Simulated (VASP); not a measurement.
# ErInC in VASP: further runs

Runs on ErInC. Level: PBE. Tasks: single point, relaxation of cell and atoms.

Program: VASP 6.6.1. These are calculated values, not measurements. Logs are shortened: lines on timing, memory, paths and dates and some standing lists are left out, and cuts for length are marked.

**1. The cell of the first run**

Symmetry: Pmmm, No. 47, orthorhombic system. The conventional cell has a = 3.808 Å, b = 3.845 Å, c = 3.963 Å, α = 90.00°, β = 90.00°, γ = 90.00°. Within 3.6 Å of Er (site symmetry mmm) lie 4 C at 2.71 Å and 8 In at 3.35 Å. In (site symmetry mmm) has 2 C at 1.98 Å within 2.6 Å. C (site symmetry mmm) has 2 In at 1.98 Å within 2.6 Å.

The cell was generated, and may not be a known phase.

**2. Single point, PBE**

Input file INCAR:

```
ALGO = Normal ; EDIFF = 1E-6
ENCUT = 600 ; GGA = PE
GGA_COMPAT = F ; ISIF = 2
ISMEAR = 0 ; LASPH = T
LCHARG = F ; LMAXMIX = 6
LREAL = F ; LWAVE = F
NBANDS = 20 ; NELM = 200
PREC = Accurate ; SIGMA = 0.1
```

Input file KPOINTS:

```
k-points
0
Gamma
  4 4 4
```

Input file POSCAR:

```
ErInC
1.0
    3.8081151200      0.0000000000      0.0000000000
    0.0000000000      3.8447140300      0.0000000000
    0.0000000000      0.0000000000      3.9632022000
Er In C
1 1 1
Direct
    0.0000000000      0.0000000000      0.0000000000
    0.5000000000      0.5000000000      0.5000000000
    0.5000000000      0.5000000000      0.0000000000
```

Potentials or basis: VASP PAW PBE potentials, release 64 (Er_3, In_d, C), 4f in core.

Launch:

```
> cat potpaw_PBE.64/Er_3/POTCAR potpaw_PBE.64/In_d/POTCAR potpaw_PBE.64/C/POTCAR > POTCAR
> mpirun -np 1 vasp_std > vasp.out
```

OUTCAR:

```text
EDIFF = 1E-6
   ENCUT = 600
   GGA = PE
   ISIF = 2
   ISMEAR = 0
   LASPH = T
   LREAL = F
   NELM = 200
   PREC = Accurate

 ion  position               nearest neighbor table
   1  0.000  0.000  0.000-   3 2.71   3 2.71   3 2.71   3 2.71   2 3.35   2 3.35   2 3.35   2 3.35
                             2 3.35   2 3.35   2 3.35   2 3.35
   2  0.500  0.500  0.500-   3 1.98   3 1.98   1 3.35   1 3.35   1 3.35   1 3.35   1 3.35   1 3.35
                             1 3.35   1 3.35
   3  0.500  0.500  0.000-   2 1.98   2 1.98   1 2.71   1 2.71   1 2.71   1 2.71

  LATTYP: Found a simple orthorhombic cell.
 ALAT       =     3.8081151200
 B/A-ratio  =     1.0096107678
 C/A-ratio  =     1.0407254180

  Lattice vectors:

 A1 = (   3.8081151200,   0.0000000000,   0.0000000000)
 A2 = (   0.0000000000,   3.8447140300,   0.0000000000)
 A3 = (   0.0000000000,   0.0000000000,   3.9632022000)

Analysis of symmetry for initial positions (statically):
=====================================================================
 Subroutine PRICEL returns:
 Original cell was already a primitive cell.

 Routine SETGRP: Setting up the symmetry group for a
 simple orthorhombic supercell.

 Subroutine GETGRP returns: Found  8 space group operations
 (whereof  8 operations were pure point group operations)
 out of a pool of  8 trial point group operations.

The static configuration has the point symmetry D_2h.

Analysis of symmetry for dynamics (positions and initial velocities):
=====================================================================
 Subroutine PRICEL returns:
 Original cell was already a primitive cell.

 Routine SETGRP: Setting up the symmetry group for a
 simple orthorhombic supercell.

 Subroutine GETGRP returns: Found  8 space group operations
 (whereof  8 operations were pure point group operations)
 out of a pool of  8 trial point group operations.

The dynamic configuration has the point symmetry D_2h.

 Subroutine INISYM returns: Found  8 space group operations
 (whereof  8 operations are pure point group operations),
 and found     1 'primitive' translations

----------------------------------------------------------------------------------------

                                     Primitive cell

  volume of cell :      58.0257

  direct lattice vectors                    reciprocal lattice vectors
     3.808115120  0.000000000  0.000000000     0.262597103  0.000000000  0.000000000
     0.000000000  3.844714030  0.000000000     0.000000000  0.260097368  0.000000000
     0.000000000  0.000000000  3.963202200     0.000000000  0.000000000  0.252321216

  length of vectors
     3.808115120  3.844714030  3.963202200     0.262597103  0.260097368  0.252321216

  position of ions in fractional coordinates (direct lattice)
     0.000000000  0.000000000  0.000000000
     0.500000000  0.500000000  0.500000000
     0.500000000  0.500000000  0.000000000

  ion indices of the primitive-cell ions
   primitive index   ion index
                 1           1
                 2           2
                 3           3

----------------------------------------------------------------------------------------

 KPOINTS: k-points

Automatic generation of k-mesh.
 Grid dimensions read from file:
 generate k-points for:    4    4    4

 Generating k-lattice:

  Cartesian coordinates                     Fractional coordinates (reciprocal lattice)
     0.065649276  0.000000000  0.000000000     0.250000000  0.000000000  0.000000000
     0.000000000  0.065024342  0.000000000     0.000000000  0.250000000  0.000000000
     0.000000000  0.000000000  0.063080304     0.000000000  0.000000000  0.250000000

  Length of vectors
     0.065649276  0.065024342  0.063080304

  Shift w.r.t. Gamma in fractional coordinates (k-lattice)
     0.000000000  0.000000000  0.000000000

 Subroutine IBZKPT returns following result:
 ===========================================

 Found     27 irreducible k-points:

 Following reciprocal coordinates:
            Coordinates               Weight
  0.000000  0.000000  0.000000      1.000000
  0.250000  0.000000  0.000000      2.000000
  0.500000  0.000000  0.000000      1.000000
  0.000000  0.250000  0.000000      2.000000
  0.250000  0.250000  0.000000      4.000000
  0.500000  0.250000  0.000000      2.000000
[... 16 lines left out ...]
  0.250000  0.250000  0.500000      4.000000
  0.500000  0.250000  0.500000      2.000000
 [... further k-points ...]
   k-points           NKPTS =     27   k-points in BZ     NKDIM =     27   number of bands    NBANDS=     20
   number of dos      NEDOS =    301   number of ions     NIONS =      3
   total plane-waves  NPLWV =  30720
   dimension x,y,z NGX =    30 NGY =   32 NGZ =   32
   dimension x,y,z NGXF=    60 NGYF=   64 NGZF=   64
   ions per type =               1   1   1
   NGX,Y,Z   is equivalent  to a cutoff of  13.10, 13.84, 13.42 a.u.
   NGXF,Y,Z  is equivalent  to a cutoff of  26.19, 27.67, 26.85 a.u.
 SYSTEM =  unknown system
   PREC   = accura    normal or accurate (medium, high low for compatibility)
   ISTART =      0    job   : 0-new  1-cont  2-samecut
   ICHARG =      2    charge: 1-file 2-atom 10-const
   ISPIN  =      1    spin polarized calculation?
   LNONCOLLINEAR =      F non collinear calculations
   LSORBIT =      F    spin-orbit coupling
   LASPH  =      T    aspherical Exc in radial PAW
   ENCUT  =  600.0 eV  44.10 Ry    6.64 a.u.   7.61  7.68  7.92*2*pi/ulx,y,z
   NELM   =    200;   NELMIN=  2; NELMDL= -5     # of ELM steps
   EDIFF  = 0.1E-05   stopping-criterion for ELM
   LREAL  =      F    real-space projection
   EDIFFG = 0.1E-04   stopping-criterion for IOM
   NSW    =      0    number of steps for IOM
   IBRION =     -1    ionic relax: 0-MD 1-quasi-New 2-CG
   NFREE  =      0    steps in history (QN), initial steepest desc. (CG)
   ISIF   =      2    stress and relaxation
   ISYM   =      2    0-nonsym 1-usesym 2-fastsym
   POTIM  = 0.5000    time-step for ionic-motion
   TEBEG  =    0.0;   TEEND  =   0.0 temperature during run
   PSTRESS=    0.0 pullay stress
   NELECT =      26.0000    total number of electrons
   NUPDOWN=      -1.0000    fix difference up-down
   EMIN   =  10.00;   EMAX   =-10.00  energy-range for DOS
   EFERMI =   0.00;   METHOD = LEGACY
   ISMEAR =     0;   SIGMA  =   0.10  broadening in eV -4-tet -1-fermi 0-gaus
   EFERMI_NEDOS =   21; number of points for ismear=-14 and -15
   IALGO  =     38    algorithm
   IMIX   =      4    mixing-type and parameters
     AMIX     =   0.40;   BMIX     =  1.00
     AMIX_MAG =   1.60;   BMIX_MAG =  1.00
  volume/ion in A,a.u.               =      19.34       130.53
  Fermi-wavevector in a.u.,A,eV,Ry     =   1.252735  2.367326 21.352230  1.569345
  Thomas-Fermi vector in A             =   2.386621
   LORBIT       =      0    0 simple, 1 ext, 2 COOP (PROOUT), +10 PAW based schemes
   GGA     = PE    functional components
   LHFCALC =     F    Hartree Fock is set to
   AEXX    =    0.0000 exact exchange contribution
   IVDW    =     0    specifies the selected vdW correction
   LEPSILON=     F    determine dielectric tensor
   LRPA    =     F    only Hartree local field effects (RPA)
 non-spin polarized calculation
 Gauss-broadening in eV      SIGMA  =   0.10
  energy-cutoff  :      600.00
  volume of cell :       58.03
 maximum number of plane-waves:      1960
   NGX = 15   NGY = 15   NGZ = 15

 number of electron      26.0000001 magnetization

 Free energy of the ion-electron system (eV)
  ---------------------------------------------------
  ext. energy  EPLUGINS =         0.00000000
  ---------------------------------------------------
  free energy    TOTEN  =       -15.18442807 eV

  energy without entropy =      -15.17233250  energy(sigma->0) =      -15.17838028

 E-fermi :   5.9261     XC(G=0): -10.6590

 val. band max:        5.9214884404   @ k =   0.5000   0.0000   0.0000
 cond. band min:       5.9640641180   @ k =   0.5000   0.5000   0.2500
 fundamental gap:      0.0425756776
 Fermi energy:         5.9261244683

 k-point     1 :       0.0000    0.0000    0.0000
  band No.  band energies     occupation
      1     -18.7673      2.00000
      2     -18.7210      2.00000
      3     -18.7201      2.00000
      4      -9.8879      2.00000
      5      -8.7430      2.00000
      6      -8.6535      2.00000
[... 12 lines left out ...]
     19      10.7068      0.00000
     20      11.8664      0.00000

 k-point     2 :       0.2500    0.0000    0.0000
  band No.  band energies     occupation
      1     -18.8098      2.00000
      2     -18.7608      2.00000
      3     -18.7112      2.00000
      4      -9.8434      2.00000
      5      -8.7013      2.00000
      6      -8.6659      2.00000
[... 12 lines left out ...]
     19      11.5491      0.00000
     20      12.5405      0.00000

 k-point     3 :       0.5000    0.0000    0.0000
  band No.  band energies     occupation
      1     -18.8972      2.00000
      2     -18.7544      2.00000
      3     -18.7013      2.00000
      4      -9.8015      2.00000
      5      -8.6781      2.00000
      6      -8.6724      2.00000
[... 12 lines left out ...]
     19      12.7321      0.00000
     20      13.4056      0.00000

 k-point     4 :       0.0000    0.2500    0.0000
  band No.  band energies     occupation
      1     -18.8041      2.00000
      2     -18.7615      2.00000
      3     -18.7113      2.00000
      4      -9.8441      2.00000
      5      -8.7045      2.00000
      6      -8.6643      2.00000
[... 429 lines left out ...]
 k-point    23 :       0.2500    0.2500    0.5000
  band No.  band energies     occupation
      1     -18.8512      2.00000
      2     -18.7856      2.00000
      3     -18.7771      2.00000
      4      -9.3096      2.00000
      5      -8.7697      2.00000
      6      -8.7404      2.00000
[... 12 lines left out ...]
     19      12.8843      0.00000
     20      13.7508      0.00000

 k-point    24 :       0.5000    0.2500    0.5000
  band No.  band energies     occupation
      1     -18.8647      2.00000
      2     -18.8420      2.00000
      3     -18.7645      2.00000
      4      -9.3020      2.00000
      5      -8.7776      2.00000
      6      -8.7494      2.00000
[... 12 lines left out ...]
     19      12.8543      0.00000
     20      12.9931      0.00000

 [... further k-points ...]

------------------------ aborting loop because EDIFF is reached ----------------------------------------

  FORCE on cell =-STRESS in cart. coord.  units (eV):
  Direction    XX          YY          ZZ          XY          YZ          ZX
  --------------------------------------------------------------------------------------
  -------------------------------------------------------------------------------------
  Total       -3.5914698     -3.9664906      9.9384576      0.0000000      0.0000000      0.0000000
  in kB      -99.1659246   -109.5208165    274.4158743      0.0000000      0.0000000      0.0000000
  external PRESSURE =      21.9097111 kB  Pullay stress =       0.0000000 kB

 VOLUME and BASIS-vectors are now :
 -----------------------------------------------------------------------------
  energy-cutoff  :      600.00
  volume of cell :       58.03
      direct lattice vectors                 reciprocal lattice vectors
     3.808115120  0.000000000  0.000000000     0.262597103  0.000000000  0.000000000
     0.000000000  3.844714030  0.000000000     0.000000000  0.260097368  0.000000000
     0.000000000  0.000000000  3.963202200     0.000000000  0.000000000  0.252321216

 POSITION                                       TOTAL-FORCE (eV/Angst)
 -----------------------------------------------------------------------------------
      0.00000      0.00000      0.00000         0.000000      0.000000      0.000000
      1.90406      1.92236      1.98160         0.000000      0.000000      0.000000
      1.90406      1.92236      0.00000         0.000000      0.000000      0.000000
 -----------------------------------------------------------------------------------
    total drift:                                0.000000      0.000000      0.000000

  FREE ENERGIE OF THE ION-ELECTRON SYSTEM (eV)
  ---------------------------------------------------
  free  energy   TOTEN  =       -15.1844280672 eV

  energy  without entropy=      -15.1723324964  energy(sigma->0) =      -15.17838028
```

Wall time 27 s (1 thread of Intel Xeon Platinum 8488C (Sapphire Rapids), shared host); peak memory 0.2 GiB.

What came out:

```yaml
Free_energy: -15.1844 eV
Pressure: 2.2 GPa
Band_gap_on_the_k_mesh: zero (bands 13 and 14 overlap by 1.89 eV)
```

Levels at points of the mesh, in eV from the Fermi level:
| k point | band 10 | band 11 | band 12 | band 13 | band 14 | band 15 | band 16 | band 17 |
| --- | --- | --- | --- | --- | --- | --- | --- | --- |
| (0.00, 0.00, 0.00) | -3.65 | -2.74 | -1.63 | -1.55 | 0.09 | 3.66 | 3.77 | 3.82 |
| (0.50, 0.00, 0.00) | -5.40 | -3.78 | -2.90 | -0.82 | 0.00 | 3.53 | 3.97 | 4.16 |
| (0.00, 0.50, 0.00) | -5.41 | -3.80 | -2.81 | -0.85 | -0.04 | 3.59 | 3.98 | 4.01 |
| (0.50, 0.50, 0.00) | -3.47 | -3.44 | -3.24 | -0.32 | 2.02 | 2.32 | 2.36 | 2.87 |
| (0.00, 0.00, 0.50) | -7.45 | -0.28 | -0.22 | 0.49 | 0.90 | 1.04 | 3.04 | 3.06 |
| (0.50, 0.00, 0.50) | -6.91 | -3.33 | -1.80 | -1.64 | 2.73 | 2.81 | 4.43 | 4.68 |
| (0.00, 0.50, 0.50) | -6.96 | -3.34 | -1.72 | -1.65 | 2.78 | 2.90 | 4.27 | 4.81 |
| (0.50, 0.50, 0.50) | -5.61 | -2.20 | -2.19 | -1.43 | -1.41 | 3.43 | 5.04 | 5.19 |

Caveat: the k points lie up to 0.41 Å⁻¹ apart, too coarse for converged energies and pressures of a metal; spin-orbit coupling is left out, which moves the levels of the heavy elements; the 4f electrons are frozen in the core, so they carry no moment and show no levels.

(Continued in part 2 of 2.)

The gap in the log of VASP goes by the Fermi energy; the results here count the filled bands.